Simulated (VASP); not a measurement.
Wanted: the native input for a VASP 6.6.1 run.

```yaml
Task: single point
Functional: r2SCAN
Dispersion: D3(BJ)
Potentials_or_basis: VASP PAW PBE potentials, release 64 (C, O, H)
Cutoff: 520 eV
k_mesh: 1 × 1 × 1
Occupations: fermi-dirac, width 0.02 eV
Spin: no spin polarisation
Dipole_correction: no
Further_INCAR_settings: LREAL = Auto; ALGO = Normal; EDIFF = 1e-07; NBANDS = 66
```

The system is H4CO.

```
CELL_PARAMETERS angstrom
8.05483 0.00000 0.00000
0.00000 8.05483 0.00000
0.00000 0.00000 8.05483
ATOMIC_POSITIONS crystal
C 0.77567 0.58128 0.22406
C 0.11992 0.78791 0.72975
C 0.33225 0.25324 0.47590
C 0.55932 0.13378 0.96478
C 0.61143 0.62237 0.70217
C 0.29616 0.83804 0.30271
O 0.61373 0.52712 0.30040
O 0.06505 0.66044 0.61736
O 0.31350 0.26903 0.29776
O 0.57071 0.10039 0.13648
O 0.74375 0.53120 0.62010
O 0.31238 0.66754 0.37807
H 0.82243 0.48812 0.13887
H 0.64442 0.47748 0.40530
H 0.74910 0.69866 0.15519
H 0.86842 0.59234 0.32705
H 0.04132 0.89997 0.74561
H 0.14873 0.65435 0.52469
H 0.11871 0.72959 0.85379
H 0.24800 0.82364 0.69715
H 0.25509 0.15219 0.51344
H 0.32849 0.38749 0.26543
H 0.46233 0.25271 0.50464
H 0.27768 0.36732 0.52779
H 0.64123 0.04819 0.90948
H 0.49756 0.17956 0.19313
H 0.43297 0.12452 0.91761
H 0.58889 0.25840 0.93023
H 0.50141 0.56973 0.65727
H 0.85045 0.57883 0.64802
H 0.62271 0.60304 0.84404
H 0.58761 0.75165 0.67471
H 0.17522 0.88485 0.35266
H 0.43081 0.63670 0.37361
H 0.39811 0.92316 0.33888
H 0.29154 0.82945 0.16806
```

The input as run:

POSCAR

```
H4CO
1.0
    8.0548320000      0.0000000000      0.0000000000
    0.0000000000      8.0548320000      0.0000000000
    0.0000000000      0.0000000000      8.0548320000
C O H
6 6 24
Direct
    0.7756710506      0.5812784177      0.2240642635
    0.1199155985      0.7879121501      0.7297483051
    0.3322477738      0.2532392979      0.4759006768
    0.5593164451      0.1337830510     -0.0352210946
    0.6114342298      0.6223717639      0.7021747940
    0.2961576356      0.8380435495      0.3027127071
    0.6137309878      0.5271245881      0.3004035342
    0.0650541191      0.6604358725      0.6173561410
    0.3135012623      0.2690310611      0.2977591587
    0.5707133308      0.1003869479      0.1364770861
    0.7437523216      0.5311966780      0.6200998357
    0.3123839206      0.6675372000      0.3780712000
    0.8224255950      0.4881169464      0.1388731633
    0.6444206409      0.4774773701      0.4052970937
    0.7491031470      0.6986613749      0.1551863527
    0.8684228299      0.5923401009      0.3270459272
    0.0413168146      0.8999691117      0.7456145578
    0.1487306005      0.6543525675      0.5246912661
    0.1187113524      0.7295869113      0.8537856531
    0.2480002066      0.8236422560      0.6971467561
    0.2550891192      0.1521943599      0.5134433592
    0.3284860566      0.3874941153      0.2654307377
    0.4623311821      0.2527054568      0.5046411893
    0.2776842521      0.3673198895      0.5277949931
    0.6412300095      0.0481946737     -0.0905170958
    0.4975646916      0.1795568176      0.1931263123
    0.4329699241      0.1245215294     -0.0823853309
    0.5888887565      0.2584038997     -0.0697717842
    0.5014133132      0.5697325531      0.6572700709
    0.8504460428      0.5788326808      0.6480209643
    0.6227069665      0.6030417518      0.8440399502
    0.5876100209      0.7516482032      0.6747130170
    0.1752240146      0.8848477535      0.3526578829
    0.4308097301      0.6366985680      0.3736142479
    0.3981088619      0.9231601603      0.3388773347
    0.2915392897      0.8294524330      0.1680606126
```

INCAR.step1

```
SYSTEM = H4CO
PREC = Accurate ; ENCUT = 520
ISMEAR = -1 ; SIGMA = 0.02
LREAL = Auto ; LASPH = .TRUE.
NELM = 100 ; NBANDS = 66
GGA = PE ; ALGO = Normal
EDIFF = 1E-4 ; LWAVE = .TRUE.
LCHARG = .FALSE.
```

INCAR.step2

```
SYSTEM = H4CO
PREC = Accurate ; ENCUT = 520
EDIFF = 1E-7 ; ISMEAR = -1
SIGMA = 0.02 ; LREAL = Auto
LASPH = .TRUE. ; NELM = 100
ALGO = Normal ; ISIF = 2
LWAVE = .FALSE. ; LCHARG = .FALSE.
METAGGA = R2SCAN ; LMIXTAU = .TRUE.
IVDW = 12 ; VDW_S6 = 1.0
VDW_S8 = 0.78981345 ; VDW_A1 = 0.49484001
VDW_A2 = 5.73083694 ; NBANDS = 66
ISTART = 1
```

KPOINTS

```
regular mesh
0
G
  1 1 1
  0 0 0
```

Potentials or basis: VASP PAW PBE potentials, release 64 (C, O, H).

Run with:

```bash
$ cat potpaw_PBE.64/C/POTCAR potpaw_PBE.64/O/POTCAR potpaw_PBE.64/H/POTCAR > POTCAR
$ cp INCAR.step1 INCAR
$ mpirun -np 1 vasp_gam > vasp.out
$ cp INCAR.step2 INCAR
$ mpirun -np 1 vasp_gam > vasp.out
```

It gave:

```yaml
Pressure: -1.4 GPa
Largest_force: 2.624 eV/Å
Band_gap_on_the_k_mesh: 5.08 eV
Dispersion_energy_per_atom: -0.013 eV
```

Caveat: the k points lie up to 0.78 Å⁻¹ apart; the atoms stand as in a frame of molecular dynamics; the PAW data sets were made with another functional, which shifts forces and pressure a little.

Wall time 8.2 min on 1 thread of Intel(R) Xeon(R) Platinum 8259CL CPU @ 2.50GHz (Skylake/Cascade Lake), on a shared host, peak memory 0.54 GiB.
